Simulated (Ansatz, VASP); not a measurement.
# One calculation of Rh, two programs

Contents of INCAR:

```
PREC = Accurate ; ENCUT = 520
EDIFF = 1E-8 ; ISMEAR = -1
SIGMA = 0.03 ; LREAL = F
LASPH = T ; NELM = 80
ALGO = Normal ; ISIF = 2
LWAVE = F ; LCHARG = F
GGA = CA ; LEFG = T
NBANDS = 14
```

KPOINTS

```
Automatic mesh
0
Gamma
  16 16 16
```

POSCAR

```
Rh
1.0
    0.0000000000      1.9078674883      1.9078674883
    1.9078674883      0.0000000000      1.9078674883
    1.9078674883      1.9078674883      0.0000000000
Rh
1
Direct
    0.0000000000      0.0000000000      0.0000000000
```

Input for Ansatz:

```yaml
crystal:
  lattice:
    - [0.0, 1.9078674883, 1.9078674883]
    - [1.9078674883, 0.0, 1.9078674883]
    - [1.9078674883, 1.9078674883, 0.0]
  atoms:
    - { symbol: Rh, position: [0.0, 0.0, 0.0] }
kpoints:
  mp_grid: { grid: [16, 16, 16] }
scf:
  occupations: { method: fermi_dirac, width: 0.03 }
hamiltonian:
  xc: lda
  pseudopotentials: { kind: all_electron, datasets: crystal }
output:
  forces: true
  stress: true
  eigenvalues: true
  efg: { contact_densities: true }
```

Change from the starting cell: volume scaled by 1.01, crystal datasets.

Alike in both runs: task electric field gradients; functional LDA; k mesh 16 × 16 × 16; occupations fermi-dirac, width 0.03 eV; no spin polarisation.

|  | VASP | Ansatz |
| --- | --- | --- |
| version | VASP 6.6.1 | Ansatz 0.2.0 |
| potentials or method | VASP PAW LDA potentials, release 64 (Rh_pv), cutoff 520 eV | all-electron PAW with datasets made for the crystal, scalar-relativistic |

|  | VASP | Ansatz | Ansatz less VASP |
| --- | --- | --- | --- |
| pressure (GPa) | -12.9 | -13.7 | -0.77 |

LDA's correlation is that of Perdew and Zunger in VASP and of Perdew and Wang (1992) in Ansatz. Ansatz ran all-electron here, and VASP with PAW potentials.
